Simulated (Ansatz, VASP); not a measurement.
## MnS: VASP beside Ansatz

Contents of INCAR:

```
PREC     = Accurate       # precision mode
ENCUT    = 520            # plane-wave cutoff, eV
EDIFF    = 1E-7           # SCF threshold, eV
ISMEAR   = -1             # smearing method
SIGMA    = 0.05           # smearing width, eV
LREAL    = F              # projectors in reciprocal space
LASPH    = T              # aspherical terms in the spheres
NELM     = 150            # most SCF steps
ALGO     = Normal         # electronic algorithm
ISIF     = 2              # what is computed and relaxed
LWAVE    = F              # write WAVECAR
LCHARG   = T              # write CHGCAR
ISPIN    = 2              # spin polarisation
MAGMOM   = 4 0            # initial moments
LORBIT   = 11             # projections on sites
LMAXMIX  = 4              # l up to which the mixer works
LDAU     = T              # DFT+U
LDAUTYPE = 2            
LDAUL    = 2 -1           # shell
LDAUU    = 2 0            # U, eV
LDAUJ    = 0 0          
LDAUPRINT= 1            
GGA      = PS             # functional
LELF     = T              # ELF
LVHAR    = T            
NBANDS   = 20             # bands
```

The input KPOINTS:

```
regular mesh
0
Gamma
  9 9 9
```

File POSCAR:

```
MnS
1.0
    0.0000000000      2.4734634191      2.4734634191
    2.4734634191      0.0000000000      2.4734634191
    2.4734634191      2.4734634191      0.0000000000
Mn S
1 1
Direct
    0.0000000000      0.0000000000      0.0000000000
    0.7500000000      0.7500000000      0.7500000000
```

File input.yaml:

```yaml
crystal:
  lattice:
    - [0.0, 2.4734634191, 2.4734634191]
    - [2.4734634191, 0.0, 2.4734634191]
    - [2.4734634191, 2.4734634191, 0.0]
  atoms:
    - { symbol: Mn, position: [0.0, 0.0, 0.0], spin: 4.0 }
    - { symbol: S, position: [0.75, 0.75, 0.75] }
kpoints:
  mp_grid: { grid: [9, 9, 9] }
scf:
  occupations: { method: fermi_dirac, width: 0.05 }
hamiltonian:
  xc: pbesol
  pseudopotentials: { kind: all_electron, lapw: { basis_error: 0.001 } }
  hubbard:
    sites: [{ species: Mn, l: d, u_eff: 2 }]
    double_counting: fll
    projectors: ortho-atomic
magnetization:
  spin_polarized: true
output:
  forces: true
  stress: true
  eigenvalues: true
  dos: { projected: false, de: 0.1, e_range: [-14, 10] }
  hubbard: {}
```

Alike in both runs: functional PBEsol; k mesh 9 × 9 × 9; occupations fermi-dirac, width 0.05 eV; collinear spin; Hubbard terms Mn d U = 2.0 eV.

|  | VASP | Ansatz |
| --- | --- | --- |
| version | VASP 6.6.1 | Ansatz 0.2.0 |
| potentials or method | VASP PAW PBE potentials, release 64 (Mn_pv, S), cutoff 520 eV | all-electron LAPW, scalar-relativistic |
| task | single point | density of states |

```csv
,VASP,Ansatz,Ansatz less VASP
gap on the k mesh at the Fermi level (eV),none,none,-
net moment per atom (μB),1.93,1.97,+0.035
size of the moment on the site where the two differ most (μB),3.61,3.58,-0.034
```

VASP's potentials were made for PBE, not for PBEsol. Site moments also hang on the region over which each program counts them. The programs project onto different local orbitals, so the same U acts differently, and such runs can settle in different states. A gap of «none» marks a metal or a gap that the smearing closes. Ansatz ran all-electron here, and VASP with PAW potentials.

Noted on Ansatz's run: the magnetic state may not be the lowest; U is the effective U less J, on atomic orbitals that reach past the spheres.
